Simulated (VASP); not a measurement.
Ge: relaxation of cell and atoms with BLYP+D3(BJ)

Crystal: Ge.

```
Ge
1.0
    -2.57449    2.57449    1.39741
     2.57449   -2.57449    1.39741
     2.57449    2.57449   -1.39741
Ge
2
Direct
  0.25000 0.75000 0.50000
  0.50000 0.50000 0.00000
```

```json
{
 "Program": "VASP 6.6.1",
 "Task": "relaxation of cell and atoms",
 "Functional": "BLYP",
 "Dispersion": "D3(BJ)",
 "Potentials or basis": "VASP PAW PBE potentials, release 64 (Ge_d)",
 "Cutoff": "600 eV",
 "k mesh": "12 × 12 × 12",
 "Occupations": "methfessel-paxton, width 0.1 eV",
 "Spin": "no spin polarisation",
 "Dipole correction": "no",
 "Further INCAR settings": "ALGO = Normal; EDIFF = 1e-07; IBRION = 2; EDIFFG = -0.03; NSW = 100; ISIF = 3"
}
```

```
Relaxed volume                        : 19.21 Å³/atom
Relaxed cell                          : a = 3.935 Å, b = 3.935 Å, c = 3.935 Å, α = 97.58°, β = 97.58°, γ = 137.40°
Space group after relaxing (to 0.1 Å) : I4_1/amd (No. 141)
Energy gained by relaxing             : 6.0 meV/atom
Ionic steps                           : 6
Pressure after relaxing               : 0.0 GPa
Band gap on the k mesh                : zero (bands 14 and 15 overlap by 4.85 eV)
Dispersion energy per atom            : -0.800 eV
```

Stress tensor (GPa, compression positive):
```
-0.06  0.00  0.00
 0.00 -0.06  0.00
 0.00  0.00  0.08
```

Step by step:
| step | energy change (eV) | largest force (eV/Å) | pressure (GPa) | volume (Å³) |
| --- | --- | --- | --- | --- |
| 1 | 0.0000 | 0.0000 | 2.48 | 37.05 |
| 2 | -0.0109 | 0.0000 | -0.31 | 38.61 |
| 3 | -0.0110 | 0.0000 | -0.18 | 38.47 |
| 4 | -0.0110 | 0.0000 | -0.01 | 38.43 |
| 5 | -0.0117 | 0.0000 | -0.06 | 38.42 |
| 6 | -0.0120 | 0.0000 | -0.02 | 38.41 |

Final structure:
```cif
data_structure
_symmetry_space_group_name_H-M 'P 1'
_symmetry_Int_Tables_number 1
_cell_length_a 3.9346
_cell_length_b 3.9346
_cell_length_c 3.9346
_cell_angle_alpha 97.582
_cell_angle_beta 97.582
_cell_angle_gamma 137.400
_cell_volume 38.41
loop_
_atom_site_label
_atom_site_type_symbol
_atom_site_fract_x
_atom_site_fract_y
_atom_site_fract_z
_atom_site_occupancy
Ge1 Ge 0.25000 0.75000 0.50000 1
Ge2 Ge 0.50000 0.50000 0.00000 1
```

Levels at points of the mesh, in eV from the Fermi level:
```
           k point  band 12  band 13  band 14  band 15  band 16  band 17
(0.00, 0.00, 0.00)    -4.19    -2.13    -2.13     3.90     7.37     7.37
(0.50, 0.00, 0.00)    -6.28    -2.68    -1.83    -1.32     2.82     3.42
(0.50, 0.50, 0.00)   -10.30     0.72     0.72     2.04     2.04     6.96
(0.50, 0.50, 0.50)    -8.76    -5.48    -5.48     5.68     5.68    10.57
```

It took 6.6 min on 1 thread of Intel(R) Xeon(R) Platinum 8488C (Sapphire Rapids) (shared host), peak memory 0.27 GiB.

Caveat: the PAW data sets were made with another functional, which shifts forces and pressure a little.
